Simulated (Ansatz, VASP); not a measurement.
**One calculation of MgS, two programs**

Contents of INCAR:

```
SYSTEM = MgS
  PREC = Accurate
  ENCUT = 520
  EDIFF = 1E-7
  ISMEAR = -1
  SIGMA = 0.02
  LREAL = .False.
  LASPH = .True.
  NELM = 60
  ALGO = Normal
  ISIF = 2
  LWAVE = .False.
  LCHARG = .True.
  GGA = PE
  LELF = .True.
  LVHAR = .True.
  NBANDS = 16
```

KPOINTS

```
Automatic mesh
0
Gamma
  12 12 4
  0 0 0
```

POSCAR

```
MgS
1.0
    4.2300569162      0.0000000000      0.0000000000
   -2.1150284581      3.4888921417      0.0000000000
    0.0000000000      0.0000000000      6.4543927861
Mg S
2 2
Direct
    0.3328960439      0.6657920877     -0.0052359869
    0.6671039561      0.3342079123      0.4947640131
    0.3272399667      0.6544799333      0.3802359869
    0.6727600333      0.3455200667      0.8802359869
```

Input for Ansatz:

```yaml
crystal:
  lattice:
    - [4.2300569162, 0.0, 0.0]
    - [-2.1150284581, 3.4888921417, 0.0]
    - [0.0, 0.0, 6.4543927861]
  atoms:
    - { symbol: Mg, position: [0.3328960439, 0.6657920877, -0.0052359869] }
    - { symbol: Mg, position: [0.6671039561, 0.3342079123, 0.4947640131] }
    - { symbol: S, position: [0.3272399667, 0.6544799333, 0.3802359869] }
    - { symbol: S, position: [0.6727600333, 0.3455200667, 0.8802359869] }
kpoints:
  mp_grid: { grid: [12, 12, 4] }
  band_path:
    path:
      - [0.0, 0.0, 0.0]
      - [0.5, 0.0, 0.0]
      - [0.3333333333, 0.3333333333, 0.0]
      - [0.0, 0.0, 0.5]
      - [0.5, 0.0, 0.5]
      - [0.3333333333, 0.3333333333, 0.5]
    npoints: 1
hamiltonian:
  xc: pbe
scf:
  occupations: { method: fermi_dirac, width: 0.02 }
  n_extra_bands: 5
output:
  forces: true
  stress: true
  eigenvalues: true
```

Change from the starting cell: uniaxial_x strain +5.0%.

Alike in both runs: task single point; functional PBE; k mesh 12 × 12 × 4; occupations fermi-dirac, width 0.02 eV; no spin polarisation.

```csv
,VASP,Ansatz
version,VASP 6.6.1,Ansatz 0.2.0
potentials or method,"VASP PAW PBE potentials, release 64 (Mg, S)","plane waves, PAW"
plane-wave cutoff (eV),520,420
valence electrons in the cell,16,32
```

```csv
,VASP,Ansatz,Ansatz less VASP
gap on the k mesh at the Fermi level (eV),3.13,3.14,+0.010
pressure (GPa),-1.8,-1.7,+0.15
"traceless stress, the component that is largest in VASP (GPa)",-1.31,-1.30,+0.015
rms of the force components (eV/Å),0.005,0.005,+0.0007
```

Atom by atom the forces differ by 0.001 eV/Å (rms over components). VASP's potentials hold 16 valence electrons a cell and Ansatz's 32, so a difference there can come from the potentials and not from the codes.
